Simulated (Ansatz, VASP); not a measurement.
Two plane-wave programs on Ni3Ge

File POSCAR:

```
Ni3Ge
1.0
    3.5303341067      0.0000000000      0.0000000000
    0.0000000000      3.5303341067      0.0000000000
    0.0000000000      0.0000000000      3.5303341067
Ni Ge
3 1
Direct
    0.5000000000      0.0000000000      0.5000000000
    0.0000000000      0.5000000000      0.5000000000
    0.5000000000      0.5000000000      0.0000000000
    0.0000000000      0.0000000000      0.0000000000
```

INCAR.step1

```
SYSTEM = Ni3Ge
  PREC = Accurate
  ENCUT = 520
  ISMEAR = 1
  SIGMA = 0.01
  LREAL = .False.
  LASPH = .True.
  NELM = 60
  NBANDS = 30
  GGA = PE
  ALGO = Normal
  EDIFF = 1E-4
  LWAVE = .True.
  LCHARG = .False.
```

Contents of INCAR.step2:

```
SYSTEM = Ni3Ge
  PREC = Accurate
  ENCUT = 520
  EDIFF = 1E-6
  ISMEAR = 1
  SIGMA = 0.01
  LREAL = .False.
  LASPH = .True.
  NELM = 60
  ALGO = Normal
  ISIF = 2
  LWAVE = .False.
  LCHARG = .True.
  METAGGA = R2SCAN
  LMIXTAU = .True.
  LELF = .True.
  LVHAR = .True.
  NBANDS = 30
  ISTART = 1
```

Contents of KPOINTS:

```
Automatic mesh
0
Gamma
  12 12 12
  0 0 0
```

Input for Ansatz:

```yaml
crystal:
  lattice:
    - [3.5303341067, 0.0, 0.0]
    - [0.0, 3.5303341067, 0.0]
    - [0.0, 0.0, 3.5303341067]
  atoms:
    - { symbol: Ni, position: [0.5, 0.0, 0.5] }
    - { symbol: Ni, position: [0.0, 0.5, 0.5] }
    - { symbol: Ni, position: [0.5, 0.5, 0.0] }
    - { symbol: Ge, position: [0.0, 0.0, 0.0] }
basis:
  ecutwfc: 500
kpoints:
  mp_grid: { grid: [12, 12, 12] }
hamiltonian:
  xc: r2scan
scf:
  occupations: { method: cold, width: 0.01 }
output:
  forces: true
  stress: true
  eigenvalues: true
```

Alike in both runs: task single point; functional r2SCAN; k mesh 12 × 12 × 12; no spin polarisation.

|  | VASP | Ansatz |
| --- | --- | --- |
| version | VASP 6.6.1 | Ansatz 0.2.0 |
| potentials or method | VASP PAW PBE potentials, release 64 (Ni, Ge_d), cutoff 520 eV | scalar-relativistic, plane waves, PAW |
| occupations | methfessel-paxton of order 1, width 0.01 eV | cold, width 0.01 eV |
| valence electrons in the cell | 44 | 68 |

|  | VASP | Ansatz | Ansatz less VASP |
| --- | --- | --- | --- |
| gap on the k mesh at the Fermi level (eV) | none | none | - |
| pressure (GPa) | 0.8 | 0.4 | -0.35 |

VASP's potentials were made for PBE, not for r2SCAN. A gap of «none» marks a metal or a gap that the smearing closes. VASP's potentials hold 44 valence electrons a cell and Ansatz's 68, so a difference there can come from the potentials and not from the codes.
